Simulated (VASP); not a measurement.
Sr: single point with PBEsol

Sr:

```
Sr
1.0
     6.56914    0.00000    0.00000
    -3.28457    5.68904    0.00000
     0.00000    0.00000    4.05587
Sr
3
Cartesian
  2.1900 0.0000 1.3520
  -1.0950 1.8966 2.7039
  2.1896 3.7925 0.0000
```

This isn't the form of Sr at room conditions, which is fcc.

| Quantity | Value |
| --- | --- |
| Program | VASP 6.6.1 |
| Task | single point |
| Functional | PBEsol |
| Potentials or basis | VASP PAW PBE potentials, release 64 (Sr_sv) |
| Cutoff | 520 eV |
| k mesh | 6 × 6 × 4 |
| Occupations | gaussian, width 0.1 eV |
| Spin | no spin polarisation |
| Dipole correction | no |
| Further INCAR settings | ALGO = Fast; EDIFF = 1e-07; NBANDS = 22 |

| Property | Result |
| --- | --- |
| Pressure | 0.1 GPa |
| Band gap on the k mesh | zero (bands 15 and 16 overlap by 0.47 eV) |

Levels at points of the mesh, in eV from the Fermi level:
| k point | band 13 | band 14 | band 15 | band 16 | band 17 | band 18 |
| --- | --- | --- | --- | --- | --- | --- |
| (0.00, 0.00, 0.00) | -3.74 | 0.26 | 0.26 | 0.32 | 0.32 | 0.32 |
| (0.50, 0.00, 0.00) | -2.33 | -2.33 | -1.02 | 0.42 | 1.25 | 1.34 |
| (0.00, 0.00, 0.50) | -1.20 | -1.20 | -0.21 | -0.21 | 0.82 | 0.82 |
| (0.50, 0.00, 0.50) | -1.04 | -0.41 | -0.41 | 0.36 | 0.36 | 0.39 |

Run time: 4.4 min on 1 thread of Intel Xeon 8259CL, with other jobs on the host, peak memory 0.25 GiB.

Caveat: the k points lie up to 0.39 Å⁻¹ apart; the PAW data sets were made with another functional, which shifts forces and pressure a little.
